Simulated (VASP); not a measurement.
ZnS, 2 atoms in the cell. The structure is trigonal, space group R3m (No. 160). The conventional cell has a = 3.882 Å, b = 3.882 Å, c = 9.088 Å, α = 90.00°, β = 90.00°, γ = 120.00°. Within 3.0 Å of Zn (site symmetry 3m) lie 4 S at 2.27 to 2.37 Å. Within 3.0 Å of S (site symmetry 3m) lie 4 Zn at 2.27 to 2.37 Å.  This cell differs from its parent crystal: equal xy, yz and zx shear strains of -3 %.

| Property | Result |
| --- | --- |
| Program | VASP 6.6.1 |
| Task | electric field gradients |
| Functional | PBEsol |
| Potentials or basis | VASP PAW PBE potentials, release 64 (Zn, S) |
| Cutoff | 520 eV |
| k mesh | 8 × 8 × 8 |
| Occupations | fermi-dirac, width 0.01 eV |
| Spin | no spin polarisation |
| Dipole correction | no |
| Further INCAR settings | ALGO = Normal; EDIFF = 1e-08; NBANDS = 16 |

Potentials or basis: VASP PAW PBE potentials, release 64 (Zn, S).

Run with:

```console
$ cat potpaw_PBE.64/Zn/POTCAR potpaw_PBE.64/S/POTCAR > POTCAR
$ mpirun -np 1 vasp_std > vasp.out
```

Hardware: 1 thread of Intel(R) Xeon(R) 6975P-C (Granite Rapids), with other jobs on the host.

Question: How long does it take, and how much memory?

Answer: Wall time 22 s on 1 thread of Intel(R) Xeon(R) 6975P-C (Granite Rapids), with other jobs on the host, peak memory 0.17 GiB. Counts: scf iterations 15, k points 65.
